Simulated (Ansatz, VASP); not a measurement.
**AgCl in VASP and in Ansatz**

File INCAR:

```
SYSTEM = AgCl
ALGO = Normal ; EDIFF = 1E-6
ENCUT = 520 ; GGA = PS
ISIF = 2 ; ISMEAR = 0
LASPH = .TRUE. ; LCHARG = .FALSE.
LREAL = .FALSE. ; LWAVE = .FALSE.
NBANDS = 16 ; NELM = 80
PREC = Accurate ; SIGMA = 0.05
```

KPOINTS

```
k-points
0
G
  10 10 10
  0 0 0
```

Contents of POSCAR:

```
AgCl
1.0
    3.3311591989      0.0000000000     -0.0916068780
    0.0000000000      3.3311591989     -0.0916068780
   -0.0916068780     -0.0916068780      3.3311591989
Ag Cl
1 1
Direct
    0.0000000000      0.0000000000      0.0000000000
    0.5000000000      0.5000000000      0.5000000000
```

Input for Ansatz:

```yaml
crystal:
  lattice:
    - [3.3311591989, 0.0, -0.091606878]
    - [0.0, 3.3311591989, -0.091606878]
    - [-0.091606878, -0.091606878, 3.3311591989]
  atoms:
    - { symbol: Ag, position: [0.0, 0.0, 0.0] }
    - { symbol: Cl, position: [0.5, 0.5, 0.5] }
basis:
  ecutwfc: 420
kpoints:
  mp_grid: { grid: [10, 10, 10] }
hamiltonian:
  xc: pbesol
scf:
  occupations: { method: gaussian, width: 0.05 }
output:
  forces: true
  stress: true
  eigenvalues: true
```

Change from the starting cell: engineering shear strain xz -0.0550, engineering shear strain yz -0.0550.

Alike in both runs: task single point; functional PBEsol; k mesh 10 × 10 × 10; occupations gaussian, width 0.05 eV; no spin polarisation.

|  | VASP | Ansatz |
| --- | --- | --- |
| version | VASP 6.6.1 | Ansatz 0.2.0 |
| potentials or method | VASP PAW PBE potentials, release 64 (Ag, Cl), cutoff 520 eV | scalar-relativistic, plane waves, PAW |
| valence electrons in the cell | 18 | 26 |

|  | VASP | Ansatz | Ansatz less VASP |
| --- | --- | --- | --- |
| gap on the k mesh at the Fermi level (eV) | 0.29 | 0.29 | -0.001 |
| least direct gap on the mesh (eV) | 2.14 | 2.14 | -0.002 |
| pressure (GPa) | 0.2 | 0.3 | +0.12 |
| traceless stress, the component that is largest in VASP (GPa) | -0.61 | -0.60 | +0.009 |

VASP's potentials were made for PBE, not for PBEsol. VASP's potentials hold 18 valence electrons a cell and Ansatz's 26, so a difference there can come from the potentials and not from the codes.
